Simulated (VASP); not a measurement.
BN (k07): single point with PBEsol

The system is BN (k07).

```
B N
1.0
     2.54057    0.00000    0.00000
    -1.27028    2.20019    0.00000
     0.00000    0.00000    4.20265
B N
2 2
Cartesian
  0.0000 1.4668 -0.1593
  1.2703 0.7334 1.9421
  0.0000 1.4668 1.7310
  1.2703 0.7334 3.8324
```

```yaml
Program: VASP 6.6.1
Task: single point
Functional: PBEsol
Potentials_or_basis: VASP PAW PBE potentials, release 64 (B, N)
Cutoff: 520 eV
k_mesh: 15 × 15 × 8
Occupations: gaussian, width 0.01 eV
Spin: no spin polarisation
Dipole_correction: no
Further_INCAR_settings: ALGO = Normal; EDIFF = 1e-07; NBANDS = 16
```

* Pressure: 19.8 GPa
* Largest force: 2.446 eV/Å
* Band gap on the k mesh: 3.61 eV, indirect (least direct gap 6.16 eV)

Forces in eV/Å, atoms in the order of the input:
```
B    0.000  0.000  2.446
B    0.000  0.000  2.446
N    0.000  0.000 -2.446
N    0.000  0.000 -2.446
```

Stress tensor (GPa, compression positive):
```
 8.27  0.00  0.00
 0.00  8.27  0.00
 0.00  0.00 42.92
```

Levels at points of the mesh, in eV from the valence-band top:
```csv
k point,band 5,band 6,band 7,band 8,band 9,band 10,band 11,band 12
"(0.00, 0.00, 0.00)",-4.18,-2.62,-2.62,0.00,7.20,7.56,7.56,8.32
"(0.00, 0.00, 0.50)",-3.45,-3.45,-3.45,-3.45,8.16,8.16,8.59,8.59
```

It took 48 s on 1 thread of AMD EPYC 7R43 64-Core Processor (Zen 3), on a shared host, peak memory 0.12 GiB.

Caveat: the PAW data sets were made with another functional, which shifts forces and pressure a little. A k mesh can miss the band edges.
